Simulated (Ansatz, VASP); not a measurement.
One calculation of MnS, two programs

Contents of INCAR:

```
SYSTEM = MnS
  ALGO = Normal
  EDIFF = 1E-6
  ENCUT = 520
  GGA = PE
  ISIF = 2
  ISMEAR = 0
  ISPIN = 2
  LASPH = .True.
  LCHARG = .False.
  LDAU = .True.
  LDAUJ = 0 0
  LDAUL = 2 -1
  LDAUPRINT = 1
  LDAUTYPE = 2
  LDAUU = 3.9 0
  LMAXMIX = 4
  LORBIT = 11
  LREAL = .False.
  LWAVE = .False.
  MAGMOM = 5 -5 0 0
  NBANDS = 31
  NELM = 150
  PREC = Accurate
  SIGMA = 0.05
```

The input KPOINTS:

```
k-points
0
Gamma
  6 6 4
  0 0 0
```

POSCAR

```
MnS
1.0
    0.0000000000      2.6543123020     -2.6543123020
    0.0000000000      2.6543123020      2.6543123020
    5.3086246040      0.0000000000      0.0000000000
Mn S
2 2
Direct
    0.0000000000      0.0000000000      0.0000000000
    0.5000000000      0.5000000000      0.5000000000
    0.0000000000      1.0000000000      0.5000000000
    0.5000000000      1.5000000000      1.0000000000
```

Input for Ansatz:

```yaml
crystal:
  lattice:
    - [0.0, 2.654312302, -2.654312302]
    - [0.0, 2.654312302, 2.654312302]
    - [5.308624604, 0.0, 0.0]
  atoms:
    - { symbol: Mn, position: [0.0, 0.0, 0.0], spin: 5.0 }
    - { symbol: S, position: [0.0, 1.0, 0.5] }
    - { symbol: Mn, position: [0.5, 0.5, 0.5], spin: -5.0 }
    - { symbol: S, position: [0.5, 1.5, 1.0] }
basis:
  ecutwfc: 420
  ecutrho_ratio: 4
kpoints:
  mp_grid: { grid: [6, 6, 4] }
hamiltonian:
  xc: pbe
  hubbard: { sites: [{ species: Mn, l: d, u_eff: 3.9 }] }
scf:
  occupations: { method: gaussian, width: 0.05 }
  lower_state_search: "off"
output:
  forces: true
  stress: true
  eigenvalues: true
  populations: true
  hubbard: { sites: [{ species: Mn, l: d }] }
magnetization:
  spin_polarized: true
checkpoint:
  read: start.run
  write: ck
  compress: false
  write_wavefunctions: false
  write_every: 100000
```

Alike in both runs: task single point; functional PBE; k mesh 6 × 6 × 4; occupations gaussian, width 0.05 eV; collinear spin; Hubbard terms Mn d U = 3.9 eV.

|  | VASP | Ansatz |
| --- | --- | --- |
| version | VASP 6.6.1 | Ansatz 0.2.0 |
| potentials or method | VASP PAW PBE potentials, release 64 (Mn_pv, S), cutoff 520 eV | scalar-relativistic, plane waves, PAW |
| valence electrons in the cell | 38 | 42 |

|  | VASP | Ansatz | Ansatz less VASP |
| --- | --- | --- | --- |
| gap on the k mesh at the Fermi level (eV) | 1.04 | 0.89 | -0.150 |
| least direct gap on the mesh (eV) | 2.51 | 2.41 | -0.099 |
| pressure (GPa) | -1.1 | -0.5 | +0.62 |
| net moment per atom (μB) | 0.00 | 0.00 | 0.000 |
| size of the moment on the site where the two differ most (μB) | 4.59 | 4.53 | -0.063 |

Site moments also hang on the region over which each program counts them. The programs project onto different local orbitals, so the same U acts differently, and such runs can settle in different states. VASP's potentials hold 38 valence electrons a cell and Ansatz's 42, so a difference there can come from the potentials and not from the codes. Ansatz's warnings: stability check not made.
